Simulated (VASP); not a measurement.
# SmAgTe2 (R-3m) in VASP: a series of runs, part 2 of 2

VASP 6.6.1. The steps go on from the part before.

## 6. Single point, PBE

This run uses another cell than the first one, of 30.28 Å³/atom.

INCAR reads:

```
SYSTEM = SmAgTe2
ALGO = Normal
EDIFF = 1E-6
ENCUT = 500
GGA = PE
GGA_COMPAT = .False.
ISIF = 2
ISMEAR = 0
LASPH = .True.
LCHARG = .True.
LELF = .True.
LMAXMIX = 6
LREAL = .False.
LVHAR = .True.
LWAVE = .False.
NBANDS = 25
NELM = 200
PREC = Accurate
SIGMA = 0.01
```

KPOINTS reads:

```
k-points
0
Gamma
  6 6 6
  0 0 0
```

POSCAR reads:

```
SmAgTe2
1.0
    2.2396969697      1.2930896484      6.9710733871
   -2.2396969697      1.2930896484      6.9710733871
    0.0000000000     -2.5861792967      6.9710733871
Sm Ag Te
1 1 2
Direct
    0.0000000000      0.0000000000      0.0000000000
    0.5000000000      0.5000000000      0.5000000000
    0.2470420546      0.2470420546      0.2470420546
    0.7529579454      0.7529579454      0.7529579454
```

Potentials or basis: VASP PAW PBE potentials, release 64 (Sm_3, Ag, Te), 4f in core.

On the command line:

```bash
$ cat potpaw_PBE.64/Sm_3/POTCAR potpaw_PBE.64/Ag/POTCAR potpaw_PBE.64/Te/POTCAR > POTCAR
$ mpirun -np 1 vasp_std > vasp.out
```

OUTCAR:

```text
SYSTEM = SmAgTe2
   EDIFF = 1E-6
   ENCUT = 500
   GGA = PE
   ISIF = 2
   ISMEAR = 0
   LASPH = .True.
   LREAL = .False.
   NELM = 200
   PREC = Accurate

 ion  position               nearest neighbor table
   1  0.000  0.000  0.000-   4 3.15   3 3.15   4 3.15   4 3.15   3 3.15   3 3.15
   2  0.500  0.500  0.500-   3 3.08   4 3.08   3 3.08   3 3.08   4 3.08   4 3.08
   3  0.247  0.247  0.247-   2 3.08   2 3.08   2 3.08   1 3.15   1 3.15   1 3.15
   4  0.753  0.753  0.753-   2 3.08   2 3.08   2 3.08   1 3.15   1 3.15   1 3.15

  LATTYP: Found a trigonal (rhomboedric) cell.
 ALAT       =     7.4353337197
[... 872 lines left out ...]
  -------------------------------------------------------------------------------------
  Total        0.1187862      0.1187862      0.0992569      0.0000000      0.0000000      0.0000000
  in kB        1.5711141      1.5711141      1.3128123      0.0000000      0.0000000      0.0000000
  external PRESSURE =       1.4850135 kB  Pullay stress =       0.0000000 kB

 VOLUME and BASIS-vectors are now :
 -----------------------------------------------------------------------------
  energy-cutoff  :      500.00
  volume of cell :      121.13
      direct lattice vectors                 reciprocal lattice vectors
     2.239696970  1.293089648  6.971073387     0.223244487  0.128890264  0.047816644
    -2.239696970  1.293089648  6.971073387    -0.223244487  0.128890264  0.047816644
     0.000000000 -2.586179297  6.971073387     0.000000000 -0.257780529  0.047816644

 POSITION                                       TOTAL-FORCE (eV/Angst)
 -----------------------------------------------------------------------------------
      0.00000      0.00000      0.00000         0.000000      0.000000      0.000000
      0.00000      0.00000     10.45661         0.000000      0.000000      0.000000
      0.00000      0.00000      5.16644         0.000000     -0.000000     -0.034173
      0.00000      0.00000     15.74678         0.000000      0.000000      0.034173
 -----------------------------------------------------------------------------------
    total drift:                                0.000000     -0.000000      0.000000

  FREE ENERGIE OF THE ION-ELECTRON SYSTEM (eV)
  ---------------------------------------------------
  free  energy   TOTEN  =       -17.0235393793 eV

  energy  without entropy=      -17.0235393793  energy(sigma->0) =      -17.02353938
```

OSZICAR:

```text
N       E                     dE             d eps       ncg     rms          rms(c)
DAV:   1     0.195976577925E+03    0.19598E+03   -0.14045E+04  1600   0.115E+03
DAV:   2    -0.939396745431E+01   -0.20537E+03   -0.19639E+03  1906   0.257E+02
DAV:   3    -0.173113255296E+02   -0.79174E+01   -0.78411E+01  2063   0.479E+01
DAV:   4    -0.174266014347E+02   -0.11528E+00   -0.11517E+00  1884   0.619E+00
DAV:   5    -0.174286995792E+02   -0.20981E-02   -0.20977E-02  1975   0.803E-01    0.705E+00
DAV:   6    -0.170124826707E+02    0.41622E+00   -0.12549E+00  1741   0.123E+01    0.493E+00
DAV:   7    -0.170155381814E+02   -0.30555E-02   -0.46204E-01  1758   0.324E+00    0.257E+00
DAV:   8    -0.170220368942E+02   -0.64987E-02   -0.17665E-02  1906   0.868E-01    0.800E-01
DAV:   9    -0.170234011497E+02   -0.13643E-02   -0.23996E-03  1745   0.379E-01    0.206E-01
DAV:  10    -0.170234756251E+02   -0.74475E-04   -0.50831E-04  1757   0.129E-01    0.112E-01
DAV:  11    -0.170235350303E+02   -0.59405E-04   -0.16318E-04  1812   0.760E-02    0.178E-02
DAV:  12    -0.170235377936E+02   -0.27633E-05   -0.16153E-05  1850   0.270E-02    0.127E-02
DAV:  13    -0.170235389836E+02   -0.11900E-05   -0.27508E-06  1713   0.942E-03    0.354E-03
DAV:  14    -0.170235393793E+02   -0.39569E-06   -0.28990E-07   901   0.386E-03
   1 F= -.17023539E+02 E0= -.17023539E+02  d E =-.365200E-17
```

Run time: 100 s. Hardware: 1 thread of Intel Xeon 6975P-C (Granite Rapids), shared host; peak memory 0.44 GiB.

What came out:

| Item | Value |
| --- | --- |
| Free energy | -17.0235 eV |
| Pressure | 0.1 GPa |
| Largest force | 0.034 eV/Å |
| Band gap on the k mesh | 0.82 eV (least direct gap 1.60 eV) |

Forces on the atoms (eV/Å):
```
Sm   0.000  0.000  0.000
Ag   0.000  0.000  0.000
Te   0.000  0.000 -0.034
Te   0.000  0.000  0.034
```

Levels at points of the mesh, in eV from the valence-band top:
```
           k point  band 14  band 15  band 16  band 17  band 18  band 19  band 20  band 21
(0.00, 0.00, 0.00)    -1.53    -0.56    -0.56    -0.25     1.67     1.69     1.69     2.21
(0.50, 0.00, 0.00)    -2.80    -2.36    -0.93    -0.46     1.15     2.83     2.93     3.06
(0.50, 0.50, 0.00)    -1.76    -1.46    -1.29    -0.91     0.82     1.48     3.02     3.11
(0.50, 0.50, 0.50)    -2.00    -2.00     0.00     0.00     1.60     1.62     1.62     3.46
```

Caveat: spin-orbit coupling is left out, which moves the levels of the heavy elements; the 4f electrons are frozen in the core, so they carry no moment and show no levels. Spin polarisation is off, so any magnetic state and its effect on volume and gap are missing.

## 7. Summary

| cell | smearing | gap on the mesh (eV) | pressure (GPa) | largest force (eV/Å) |
| --- | --- | --- | --- | --- |
| a = 7.341 Å, angles 35.2°, 4 atoms, atomic positions A | gaussian 0.02 eV | 0.75 | 1.7 | 0.03 |
| a = 7.454 Å, angles 34.9°, 4 atoms, atomic positions B | gaussian 0.1 eV | 0.80 | 0.1 | 0.02 |
| a = 7.435 Å, angles 35.1°, 4 atoms, atomic positions B | gaussian 0.02 eV | 0.82 | 0.1 | 0.03 |
| a = 7.435 Å, angles 35.1°, 4 atoms, atomic positions B | gaussian 0.01 eV | 0.82 | 0.1 | 0.03 |

Alike in all rows: task single point; level PBE; potentials or basis VASP PAW PBE potentials, release 64 (Sm_3, Ag, Te), 4f in core; no spin polarisation; k mesh 6 × 6 × 6; cutoff (eV) 500.

Caveats: spin-orbit coupling is left out, which moves the levels of the heavy elements; the 4f electrons are frozen in the core, so they carry no moment and show no levels.

Total energies depend on the potentials used, so only differences within one code and one set of settings carry meaning.
